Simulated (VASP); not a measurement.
Input of a VASP 6.6.1 run:

INCAR

```
SYSTEM = Ga
  PREC = Accurate
  ENCUT = 520
  EDIFF = 1E-6
  ISMEAR = 0
  SIGMA = 0.05
  LREAL = .False.
  LASPH = .True.
  NELM = 100
  ALGO = Normal
  ISIF = 2
  LWAVE = .False.
  LCHARG = .False.
  GGA = PE
  NBANDS = 12
```

Contents of KPOINTS:

```
Automatic mesh
0
Gamma
  8 8 8
  0 0 0
```

The input POSCAR:

```
Ga
1.0
   -1.6983540875      1.6983540875      1.6983540875
    1.6983540875     -1.6983540875      1.6983540875
    1.6983540875      1.6983540875     -1.6983540875
Ga
1
Direct
    0.0000000000      0.0000000000      0.0000000000
```

Potentials or basis: VASP PAW PBE potentials, release 64 (Ga_d).

Run with:

```bash
$ cat potpaw_PBE.64/Ga_d/POTCAR > POTCAR
$ mpirun -np 1 vasp_std > vasp.out
```

Question: Estimate the band gap on the k mesh.

Answer: Zero (an odd number of electrons rules out a gap without spin polarisation).

Question: What does it give for the pressure?

Answer: -0.7 GPa.
